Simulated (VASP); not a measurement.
# GaN in VASP: a series of runs

GaN is run at these levels: r2SCAN, HSE06; tasks: single point.

Program: VASP 6.6.1. These are calculated values, not measurements. Logs are shortened: lines on timing, memory, paths and dates and some standing lists are left out, and cuts for length are marked.

## (1) The cell of the first run

It takes space group I-4m2 (No. 119, tetragonal). The conventional cell has a = 3.180 Å, b = 3.180 Å, c = 4.474 Å, α = 90.00°, β = 90.00°, γ = 90.00°. Ga (site symmetry -4m2) has 4 N at 1.94 Å within 2.6 Å. N (site symmetry -4m2) has 4 Ga at 1.94 Å within 2.6 Å.

## (2) Single point, r2SCAN (uniaxial x strain -0.5%)

Contents of POSCAR:

```
GaN
1.0
    0.0000000000      2.2489525415      2.2489525415
    2.2368081978      0.0000000000      2.2489525415
    2.2368081978      2.2489525415      0.0000000000
Ga N
1 1
Direct
    0.0000000000      0.0000000000      0.0000000000
    0.2500000000      0.2500000000      0.2500000000
```

Contents of INCAR.step1:

```
PREC     = Accurate       # precision mode
ENCUT    = 910            # plane-wave cutoff, eV
ISMEAR   = 0              # smearing method
SIGMA    = 0.01           # smearing width, eV
LREAL    = F              # projectors in reciprocal space
LASPH    = T              # aspherical terms in the spheres
NELM     = 120            # most SCF steps
NBANDS   = 16             # bands
GGA      = PE             # functional
ALGO     = Normal         # electronic algorithm
EDIFF    = 1E-5           # SCF threshold, eV
LWAVE    = T              # write WAVECAR
LCHARG   = F              # write CHGCAR
GGA_COMPAT= F
```

Contents of INCAR.step2:

```
PREC     = Accurate       # precision mode
ENCUT    = 910            # plane-wave cutoff, eV
EDIFF    = 1E-6           # SCF threshold, eV
ISMEAR   = 0              # smearing method
SIGMA    = 0.01           # smearing width, eV
LREAL    = F              # projectors in reciprocal space
LASPH    = T              # aspherical terms in the spheres
NELM     = 120            # most SCF steps
ALGO     = Normal         # electronic algorithm
ISIF     = 2              # what is computed and relaxed
LWAVE    = F              # write WAVECAR
LCHARG   = F              # write CHGCAR
METAGGA  = R2SCAN         # meta-GGA
LMIXTAU  = T            
NBANDS   = 16             # bands
ISTART   = 1            
GGA_COMPAT= F
```

Contents of KPOINTS:

```
regular mesh
0
Gamma
  10 10 10
```

Potentials or basis: VASP PAW PBE potentials, release 64 (Ga_d, N_h).

The run is started by

```bash
cat potpaw_PBE.64/Ga_d/POTCAR potpaw_PBE.64/N_h/POTCAR > POTCAR
cp INCAR.step1 INCAR
mpirun -np 1 vasp_std > vasp.out
cp INCAR.step2 INCAR
mpirun -np 1 vasp_std > vasp.out
```

OUTCAR:

```text
PREC = Accurate
   ENCUT = 910
   EDIFF = 1E-6
   ISMEAR = 0
   LREAL = F
   LASPH = T
   NELM = 120
   ISIF = 2
   METAGGA = R2SCAN
   ISTART = 1

 ion  position               nearest neighbor table
   1  0.000  0.000  0.000-   2 1.94   2 1.94   2 1.94   2 1.94
   2  0.250  0.250  0.250-   1 1.94   1 1.94   1 1.94   1 1.94

  LATTYP: Found a body centered tetragonal cell.
 ALAT       =     3.1804991853
 C/A-ratio  =     1.4065768092

  Lattice vectors:

 A1 = (  -2.2368081978,   0.0000000000,  -2.2489525415)
 A2 = (  -2.2368081978,   0.0000000000,   2.2489525415)
 A3 = (   2.2368081978,   2.2489525415,   0.0000000000)

Analysis of symmetry for initial positions (statically):
=====================================================================
 Subroutine PRICEL returns:
 Original cell was already a primitive cell.

 Routine SETGRP: Setting up the symmetry group for a
 body centered tetragonal supercell.

 Subroutine GETGRP returns: Found  8 space group operations
 (whereof  8 operations were pure point group operations)
 out of a pool of 16 trial point group operations.

The static configuration has the point symmetry D_2d.

Analysis of symmetry for dynamics (positions and initial velocities):
=====================================================================
 Subroutine PRICEL returns:
 Original cell was already a primitive cell.

 Routine SETGRP: Setting up the symmetry group for a
 body centered tetragonal supercell.

 Subroutine GETGRP returns: Found  8 space group operations
 (whereof  8 operations were pure point group operations)
 out of a pool of 16 trial point group operations.

The dynamic configuration has the point symmetry D_2d.

 Subroutine INISYM returns: Found  8 space group operations
 (whereof  8 operations are pure point group operations),
 and found     1 'primitive' translations

----------------------------------------------------------------------------------------

                                     Primitive cell

  volume of cell :      22.6266

  direct lattice vectors                    reciprocal lattice vectors
     0.000000000  2.248952542  2.248952542    -0.223532800  0.222325723  0.222325723
     2.236808198  0.000000000  2.248952542     0.223532800 -0.222325723  0.222325723
     2.236808198  2.248952542  0.000000000     0.223532800  0.222325723 -0.222325723

  length of vectors
     3.180499185  3.171923462  3.171923462     0.385777613  0.385777613  0.385777613

  position of ions in fractional coordinates (direct lattice)
     0.000000000  0.000000000  0.000000000
     0.250000000  0.250000000  0.250000000

  ion indices of the primitive-cell ions
   primitive index   ion index
                 1           1
                 2           2

----------------------------------------------------------------------------------------

 KPOINTS: regular mesh

Automatic generation of k-mesh.
 Grid dimensions read from file:
 generate k-points for:   10   10   10

 Generating k-lattice:

  Cartesian coordinates                     Fractional coordinates (reciprocal lattice)
    -0.022353280  0.022232572  0.022232572     0.100000000  0.000000000  0.000000000
     0.022353280 -0.022232572  0.022232572     0.000000000  0.100000000 -0.000000000
     0.022353280  0.022232572 -0.022232572     0.000000000 -0.000000000  0.100000000

  Length of vectors
     0.038577761  0.038577761  0.038577761

  Shift w.r.t. Gamma in fractional coordinates (k-lattice)
     0.000000000  0.000000000  0.000000000

 Subroutine IBZKPT returns following result:
 ===========================================

 Found    102 irreducible k-points:

 Following reciprocal coordinates:
            Coordinates               Weight
  0.000000  0.000000  0.000000      1.000000
  0.100000 -0.000000 -0.000000      8.000000
  0.200000 -0.000000 -0.000000      8.000000
  0.300000  0.000000  0.000000      8.000000
  0.400000  0.000000  0.000000      8.000000
  0.500000  0.000000  0.000000      4.000000
[... 16 lines left out ...]
  0.300000  0.300000  0.000000      4.000000
  0.400000  0.300000 -0.000000     16.000000
 [... further k-points ...]
   k-points           NKPTS =    102   k-points in BZ     NKDIM =    102   number of bands    NBANDS=     16
   number of dos      NEDOS =    301   number of ions     NIONS =      2
   total plane-waves  NPLWV =  32768
   dimension x,y,z NGX =    32 NGY =   32 NGZ =   32
   dimension x,y,z NGXF=    64 NGYF=   64 NGZF=   64
   ions per type =               1   1
   NGX,Y,Z   is equivalent  to a cutoff of  16.73, 16.77, 16.77 a.u.
   NGXF,Y,Z  is equivalent  to a cutoff of  33.45, 33.54, 33.54 a.u.
 SYSTEM =  unknown system
   PREC   = accura    normal or accurate (medium, high low for compatibility)
   ISTART =      1    job   : 0-new  1-cont  2-samecut
   ICHARG =      0    charge: 1-file 2-atom 10-const
   ISPIN  =      1    spin polarized calculation?
   LNONCOLLINEAR =      F non collinear calculations
   LSORBIT =      F    spin-orbit coupling
   LASPH  =      T    aspherical Exc in radial PAW
   ENCUT  =  910.0 eV  66.88 Ry    8.18 a.u.   7.82  7.80  7.80*2*pi/ulx,y,z
   NELM   =    120;   NELMIN=  2; NELMDL=  0     # of ELM steps
   EDIFF  = 0.1E-05   stopping-criterion for ELM
   LREAL  =      F    real-space projection
   EDIFFG = 0.1E-04   stopping-criterion for IOM
   NSW    =      0    number of steps for IOM
   IBRION =     -1    ionic relax: 0-MD 1-quasi-New 2-CG
   NFREE  =      0    steps in history (QN), initial steepest desc. (CG)
   ISIF   =      2    stress and relaxation
   ISYM   =      2    0-nonsym 1-usesym 2-fastsym
   POTIM  = 0.5000    time-step for ionic-motion
   TEBEG  =    0.0;   TEEND  =   0.0 temperature during run
   PSTRESS=    0.0 pullay stress
   NELECT =      18.0000    total number of electrons
   NUPDOWN=      -1.0000    fix difference up-down
   EMIN   =  10.00;   EMAX   =-10.00  energy-range for DOS
   EFERMI =   0.00;   METHOD = LEGACY
   ISMEAR =     0;   SIGMA  =   0.01  broadening in eV -4-tet -1-fermi 0-gaus
   EFERMI_NEDOS =   21; number of points for ismear=-14 and -15
   IALGO  =     38    algorithm
   IMIX   =      4    mixing-type and parameters
     AMIX     =   0.40;   BMIX     =  1.00
     AMIX_MAG =   1.60;   BMIX_MAG =  1.00
  volume/ion in A,a.u.               =      11.31        76.35
  Fermi-wavevector in a.u.,A,eV,Ry     =   1.516908  2.866540 31.307138  2.301010
  Thomas-Fermi vector in A             =   2.626235
   LORBIT       =      0    0 simple, 1 ext, 2 COOP (PROOUT), +10 PAW based schemes
   METAGGA = R2SCAN    functional components
   LHFCALC =     F    Hartree Fock is set to
   AEXX    =    0.0000 exact exchange contribution
   IVDW    =     0    specifies the selected vdW correction
   LEPSILON=     F    determine dielectric tensor
   LRPA    =     F    only Hartree local field effects (RPA)
 non-spin polarized calculation
 Gauss-broadening in eV      SIGMA  =   0.01
  energy-cutoff  :      910.00
  volume of cell :       22.63
 maximum number of plane-waves:      1422
   NGX = 15   NGY = 15   NGZ = 15

 number of electron      18.0000001 magnetization

 Free energy of the ion-electron system (eV)
  ---------------------------------------------------
  ext. energy  EPLUGINS =         0.00000000
  ---------------------------------------------------
  free energy    TOTEN  =       -21.89468554 eV

  energy without entropy =      -21.89468554  energy(sigma->0) =      -21.89468554

 E-fermi :   5.6082     XC(G=0): -12.6952

 val. band max:        5.4581289675   @ k =   0.0000   0.0000   0.0000
 cond. band min:       7.6343919154   @ k =   0.0000   0.0000   0.0000
 fundamental gap:      2.1762629479
 Fermi energy:         5.6082138368

 k-point     1 :       0.0000    0.0000    0.0000
  band No.  band energies     occupation
      1     -11.3916      2.00000
      2      -8.4012      2.00000
      3      -8.4012      2.00000
      4      -8.3955      2.00000
      5      -8.0361      2.00000
      6      -8.0359      2.00000
[... 8 lines left out ...]
     15      25.1987      0.00000
     16      25.1988      0.00000

 k-point     2 :       0.1000   -0.0000   -0.0000
  band No.  band energies     occupation
      1     -11.2786      2.00000
      2      -8.3865      2.00000
      3      -8.3830      2.00000
      4      -8.3592      2.00000
      5      -8.0373      2.00000
      6      -8.0373      2.00000
[... 8 lines left out ...]
     15      23.8447      0.00000
     16      24.0027      0.00000

 k-point     3 :       0.2000   -0.0000   -0.0000
  band No.  band energies     occupation
      1     -10.9883      2.00000
      2      -8.3521      2.00000
      3      -8.3482      2.00000
      4      -8.1991      2.00000
      5      -8.0365      2.00000
      6      -8.0356      2.00000
[... 8 lines left out ...]
     15      23.0050      0.00000
     16      23.0912      0.00000

 k-point     4 :       0.3000    0.0000    0.0000
  band No.  band energies     occupation
      1     -10.6610      2.00000
      2      -8.3201      2.00000
      3      -8.3160      2.00000
      4      -8.0240      2.00000
      5      -8.0217      2.00000
      6      -7.8223      2.00000
[... 8 lines left out ...]
     15      23.5994      0.00000
     16      23.6160      0.00000
[... 324 lines left out ...]
 k-point    22 :      -0.2000    0.2000    0.0000
  band No.  band energies     occupation
      1     -10.5590      2.00000
      2      -8.2982      2.00000
      3      -8.2860      2.00000
      4      -8.0599      2.00000
      5      -8.0536      2.00000
      6      -7.6480      2.00000
[... 8 lines left out ...]
     15      23.9128      0.00000
     16      27.1245      0.00000

 k-point    23 :       0.3000    0.3000    0.0000
  band No.  band energies     occupation
      1     -10.4617      2.00000
      2      -8.2228      2.00000
      3      -8.1951      2.00000
      4      -8.1924      2.00000
      5      -7.9831      2.00000
      6      -7.6506      2.00000
[... 8 lines left out ...]
     15      28.3876      0.00000
     16      29.1912      0.00000

 k-point    24 :       0.4000    0.3000   -0.0000
  band No.  band energies     occupation
      1     -10.3119      2.00000
      2      -8.2420      2.00000
      3      -8.1558      2.00000
      4      -8.1519      2.00000
      5      -7.9730      2.00000
      6      -7.2297      2.00000
[... 8 lines left out ...]
     15      28.8336      0.00000
     16      29.0683      0.00000

 [... further k-points ...]

------------------------ aborting loop because EDIFF is reached ----------------------------------------

  FORCE on cell =-STRESS in cart. coord.  units (eV):
  Direction    XX          YY          ZZ          XY          YZ          ZX
  --------------------------------------------------------------------------------------
  -------------------------------------------------------------------------------------
  Total        0.3570414      0.2609680      0.2609680      0.0000000      0.0000000      0.0000000
  in kB       25.2819064     18.4790047     18.4790047      0.0000000      0.0000000      0.0000000
  external PRESSURE =      20.7466386 kB  Pullay stress =       0.0000000 kB

 VOLUME and BASIS-vectors are now :
 -----------------------------------------------------------------------------
  energy-cutoff  :      910.00
  volume of cell :       22.63
      direct lattice vectors                 reciprocal lattice vectors
     0.000000000  2.248952542  2.248952542    -0.223532800  0.222325723  0.222325723
     2.236808198  0.000000000  2.248952542     0.223532800 -0.222325723  0.222325723
     2.236808198  2.248952542  0.000000000     0.223532800  0.222325723 -0.222325723

 POSITION                                       TOTAL-FORCE (eV/Angst)
 -----------------------------------------------------------------------------------
      0.00000      0.00000      0.00000         0.000000     -0.000000      0.000000
      1.11840      1.12448      1.12448        -0.000000      0.000000     -0.000000
 -----------------------------------------------------------------------------------
    total drift:                               -0.000000     -0.000000     -0.000000

  FREE ENERGIE OF THE ION-ELECTRON SYSTEM (eV)
  ---------------------------------------------------
  free  energy   TOTEN  =       -21.8946855440 eV

  energy  without entropy=      -21.8946855440  energy(sigma->0) =      -21.89468554
```

Wall time 1.7 min (1 thread of Intel Xeon 6975P-C (Granite Rapids), shared host); peak memory 0.24 GiB.

Results:

```yaml
Free_energy: -21.8947 eV
Pressure: 2.1 GPa
Band_gap_on_the_k_mesh: 2.18 eV
```

Stress tensor (GPa, compression positive):
```
2.53 0.00 0.00
0.00 1.85 0.00
0.00 0.00 1.85
```

Caveat: the cell differs from its parent crystal (uniaxial x strain -0.5%); the cutoff is under 1.25 times the usual one of these potentials, so pressure, stress and relaxed cells hold a basis-set (Pulay) error; the PAW data sets were made with another functional, which shifts forces and pressure a little.

## (3) Single point, r2SCAN (shear xy strain -1.6%)

Contents of POSCAR:

```
GaN
1.0
   -0.0184414108      2.2489525415      2.2489525415
    2.2489525415     -0.0184414108      2.2489525415
    2.2305111307      2.2305111307      0.0000000000
Ga N
1 1
Direct
   -0.0011877914     -0.0011877914      0.0011877914
    0.2511877914      0.2511877914      0.2488122086
```

Contents of INCAR.step1:

```
PREC = Accurate
ENCUT = 910
ISMEAR = 0
SIGMA = 0.01
LREAL = False
LASPH = True
NELM = 120
NBANDS = 16
GGA = PE
ALGO = Normal
EDIFF = 1E-5
LWAVE = True
LCHARG = False
GGA_COMPAT = False
```

Contents of INCAR.step2:

```
PREC = Accurate
ENCUT = 910
EDIFF = 1E-6
ISMEAR = 0
SIGMA = 0.01
LREAL = False
LASPH = True
NELM = 120
ALGO = Normal
ISIF = 2
LWAVE = False
LCHARG = False
METAGGA = R2SCAN
LMIXTAU = True
NBANDS = 16
ISTART = 1
GGA_COMPAT = False
```

Contents of KPOINTS:

```
Automatic mesh
0
Gamma
  10 10 10
```

Potentials or basis: VASP PAW PBE potentials, release 64 (Ga_d, N_h).

The run is started by

```bash
cat potpaw_PBE.64/Ga_d/POTCAR potpaw_PBE.64/N_h/POTCAR > POTCAR
cp INCAR.step1 INCAR
mpirun -np 1 vasp_std > vasp.out
cp INCAR.step2 INCAR
mpirun -np 1 vasp_std > vasp.out
```

Run time: 4.6 min. Hardware: 1 thread of AMD EPYC 9R45 (Zen 5), shared host; peak memory 0.26 GiB.

It converged, with:

- Free energy: -21.8931 eV
- Pressure: 1.1 GPa
- Largest force: 0.006 eV/Å
- Band gap on the k mesh: 2.10 eV

Forces on the atoms (eV/Å):
```
Ga   0.000  0.000 -0.006
N    0.000  0.000  0.006
```

Stress tensor (GPa, compression positive):
```
1.11 2.67 0.00
2.67 1.11 0.00
0.00 0.00 1.08
```

Levels at points of the mesh, in eV from the valence-band top:
| k point | band 7 | band 8 | band 9 | band 10 | band 11 | band 12 |
| --- | --- | --- | --- | --- | --- | --- |
| (0.00, 0.00, 0.00) | -0.11 | -0.06 | 0.00 | 2.10 | 10.80 | 11.00 |
| (0.50, 0.00, 0.00) | -7.28 | -1.05 | -0.99 | 5.23 | 9.38 | 11.04 |
| (0.50, 0.50, 0.00) | -6.30 | -2.97 | -2.74 | 3.70 | 7.24 | 12.57 |
| (0.00, 0.00, 0.50) | -7.21 | -1.12 | -1.07 | 5.07 | 9.44 | 10.86 |
| (0.50, 0.00, 0.50) | -6.29 | -2.86 | -2.86 | 3.72 | 7.23 | 12.56 |

Caveat: the cell differs from its parent crystal (shear xy strain -1.6%); the cutoff is under 1.25 times the usual one of these potentials, so pressure, stress and relaxed cells hold a basis-set (Pulay) error; the PAW data sets were made with another functional, which shifts forces and pressure a little.

## (4) Single point, r2SCAN (strain along [111] +1.5%)

Contents of POSCAR:

```
GaN
1.0
    0.0224895254      2.2714420669      2.2714420669
    2.2714420669      0.0224895254      2.2714420669
    2.2714420669      2.2714420669      0.0224895254
Ga N
1 1
Direct
    0.0006617308      0.0006617308      0.0006617308
    0.2493382692      0.2493382692      0.2493382692
```

Contents of INCAR.step1:

```
SYSTEM = GaN
ALGO = Normal
EDIFF = 1E-5
ENCUT = 910
GGA = PE
GGA_COMPAT = .False.
ISMEAR = 0
LASPH = .True.
LCHARG = .False.
LREAL = .False.
LWAVE = .True.
NBANDS = 16
NELM = 120
PREC = Accurate
SIGMA = 0.01
```

Contents of INCAR.step2:

```
SYSTEM = GaN
ALGO = Normal
EDIFF = 1E-6
ENCUT = 910
GGA_COMPAT = .False.
ISIF = 2
ISMEAR = 0
ISTART = 1
LASPH = .True.
LCHARG = .False.
LMIXTAU = .True.
LREAL = .False.
LWAVE = .False.
METAGGA = R2SCAN
NBANDS = 16
NELM = 120
PREC = Accurate
SIGMA = 0.01
```

Contents of KPOINTS:

```
k-points
0
Gamma
  10 10 10
  0 0 0
```

The run is started by

```bash
cat potpaw_PBE.64/Ga_d/POTCAR potpaw_PBE.64/N_h/POTCAR > POTCAR
cp INCAR.step1 INCAR
mpirun -np 1 vasp_std > vasp.out
cp INCAR.step2 INCAR
mpirun -np 1 vasp_std > vasp.out
```

It took 2.4 min on 1 thread of Intel Xeon Platinum 8488C (Sapphire Rapids), shared host; peak memory 0.26 GiB.

Results (log left out):

```yaml
Free_energy: -21.8921 eV
Pressure: -1.9 GPa
Band_gap_on_the_k_mesh: 2.02 eV
```

Forces on the atoms (eV/Å):
```
Ga   0.001  0.001  0.001
N   -0.001 -0.001 -0.001
```

Stress tensor (GPa, compression positive):
```
-1.90 -1.61 -1.61
-1.61 -1.90 -1.61
-1.61 -1.61 -1.90
```

Levels at points of the mesh, in eV from the valence-band top:
```
           k point  band 5  band 6  band 7  band 8  band 9  band 10  band 11  band 12  band 13  band 14
(0.00, 0.00, 0.00)  -13.52  -13.52   -0.10    0.00    0.00     2.02    10.69    11.03    11.03    18.38
(0.50, 0.00, 0.00)  -13.47  -12.38   -7.11   -1.07   -1.01     5.02     9.37    10.83    10.91    16.36
(0.50, 0.50, 0.00)  -13.44  -12.01   -6.21   -2.85   -2.71     3.72     7.16    12.46    14.78    14.85
(0.50, 0.50, 0.50)  -13.48  -12.45   -7.18   -0.95   -0.95     5.21     9.30    11.08    11.08    16.48
```

Caveat: the cell differs from its parent crystal (strain along [111] +1.5%); the cutoff is under 1.25 times the usual one of these potentials, so pressure, stress and relaxed cells hold a basis-set (Pulay) error; the PAW data sets were made with another functional, which shifts forces and pressure a little.

(Continued in part 2 of 2.)
